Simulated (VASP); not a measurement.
Here is a VASP 6.6.1 calculation.

The input INCAR:

```
SYSTEM = Ho2O
ALGO = Normal
EDIFF = 1E-7
EDIFFG = -0.08
ENCUT = 600
GGA = PE
GGA_COMPAT = .FALSE.
IBRION = 2
ISIF = 3
ISMEAR = 0
LASPH = .TRUE.
LCHARG = .FALSE.
LMAXMIX = 6
LREAL = .FALSE.
LWAVE = .FALSE.
NELM = 200
NELMIN = 4
NSW = 36
PREC = Accurate
SIGMA = 0.2
```

Contents of KPOINTS:

```
k-points
0
G
  6 6 4
  0 0 0
```

POSCAR

```
Ho2O
1.0
    2.8203458900     -2.2702096200      0.0000000000
    2.8203458900      2.2702096200      0.0000000000
   -1.9008200800      0.0000000000      5.3409653800
Ho O
2 1
Direct
    0.6513397000      0.6513397000      0.2176675900
    0.1447102100      0.1447102100      0.5618953700
    0.1337394200      0.1337394200      0.1155988600
```

Potentials or basis: VASP PAW PBE potentials, release 64 (Ho_3, O), 4f in core.

The run is started by

```sh
$ cat potpaw_PBE.64/Ho_3/POTCAR potpaw_PBE.64/O/POTCAR > POTCAR
$ mpirun -np 1 vasp_std > vasp.out
```

**Question.** What does it give for the band gap on the k mesh?

**Answer.** Zero (bands 12 and 13 overlap by 1.73 eV).

**Question.** What does it give for the space group after relaxing (to 0.1 Å)?

**Answer.** P4/mmm (No. 123).

**Question.** What does it give for the relaxed volume?

**Answer.** 19.18 Å³/atom.

Stress tensor (GPa, compression positive):
```
 0.15  0.00  0.31
 0.00  0.22  0.00
 0.31  0.00 -0.13
```

Caveat: the volume moved by over 15 % at a fixed basis, so the end points are rough; spin-orbit coupling is left out, which moves the levels of the heavy elements; the 4f electrons are frozen in the core, so they carry no moment and show no levels; the run has no spin polarisation, though such a crystal can be magnetic. Spin polarisation is off, so any magnetic state and its effect on volume and gap are missing.
